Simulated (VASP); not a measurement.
**Pd: single point with PBE**

Pd:

```xyz
1
Lattice="0.0000 1.9743 1.9743 1.9743 0.0000 1.9743 1.9743 1.9743 0.0000" Properties=species:S:1:pos:R:3 pbc="T T T"
Pd    0.0000    0.0000    0.0000
```

| Property | Result |
| --- | --- |
| Program | VASP 6.6.1 |
| Task | single point |
| Functional | PBE |
| Potentials or basis | VASP PAW PBE potentials, release 64 (Pd) |
| Cutoff | 520 eV |
| k mesh | 8 × 8 × 8 |
| Occupations | gaussian, width 0.05 eV |
| Spin | no spin polarisation |
| Dipole correction | no |
| Further INCAR settings | ALGO = Normal; EDIFF = 1e-07; NBANDS = 11 |

| Quantity | Value |
| --- | --- |
| Pressure | -0.3 GPa |
| Band gap on the k mesh | zero (band 5 reaches 9.39 eV, above the bottom of band 6 at 7.91 eV) |

Levels at points of the mesh, in eV from the Fermi level:
```csv
k point,band 3,band 4,band 5,band 6,band 7,band 8
"(0.00, 0.00, 0.00)",-2.70,-2.70,-1.20,-1.20,17.08,21.61
"(0.50, 0.00, 0.00)",-2.75,-0.07,-0.07,1.02,6.93,16.42
"(0.50, 0.50, 0.00)",-0.11,0.22,0.22,3.27,10.27,12.89
```

Run time: 5.5 s on 1 thread of Intel(R) Xeon(R) Platinum 8488C (Sapphire Rapids), on a shared host, peak memory 0.14 GiB.
